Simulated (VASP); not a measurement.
Runs of VASP 6.6.1 on SnSe. The structure is that of space group Fm-3m (No. 225), or close to it. The cells are those of the table. 

```csv
level,potentials or basis,cell,cutoff (eV),gap on the mesh (eV),pressure (GPa)
LDA,"VASP PAW LDA potentials, release 64 (Sn_d, Se)","a = 4.222 Å, angles 60.0°, 2 atoms",500,0.73,-2.1
revPBE+D3(BJ),"VASP PAW PBE potentials, release 64 (Sn_d, Se)","a = 4.257 Å, angles 60.0°, 2 atoms",500,0.55,-2.0
revPBE+D3(BJ),"VASP PAW PBE potentials, release 64 (Sn_d, Se)","a = 4.229 Å, angles 60.0°, 2 atoms",500,0.64,-1.1
PBE,"VASP PAW PBE potentials, release 64 (Sn_d, Se)","a = 4.257 Å, angles 60.0°, 2 atoms",500,0.58,0.9
PBEsol+D3(BJ),"VASP PAW PBE potentials, release 64 (Sn_d, Se)","a = 4.220 Å, angles 60.0°, 2 atoms",500,0.73,(a)
LDA,"VASP PAW LDA potentials, release 64 (Sn_d, Se)","a = 4.257 Å, angles 60.0°, 2 atoms",500,(b),-3.3
r2SCAN+D3(BJ),"VASP PAW PBE potentials, release 64 (Sn_d, Se)","a = 4.175 Å, angles 60.0°, 2 atoms",550,0.72,2.3
```

Alike in all rows: task single point; no spin polarisation; k mesh 8 × 8 × 8; smearing gaussian 0.05 eV.

Task: Fill in the values left out.

Result: (a) -2.7; (b) 0.63.

Caveats: spin-orbit coupling is left out, which moves the levels of the heavy elements; the PAW data sets were made with another functional, which shifts forces and pressure a little (at least some runs); the cell stands under tension (at least some runs); three body term missing (at least some runs).

A k mesh can miss the band edges, and the runs leave out spin-orbit coupling on Se, Sn.
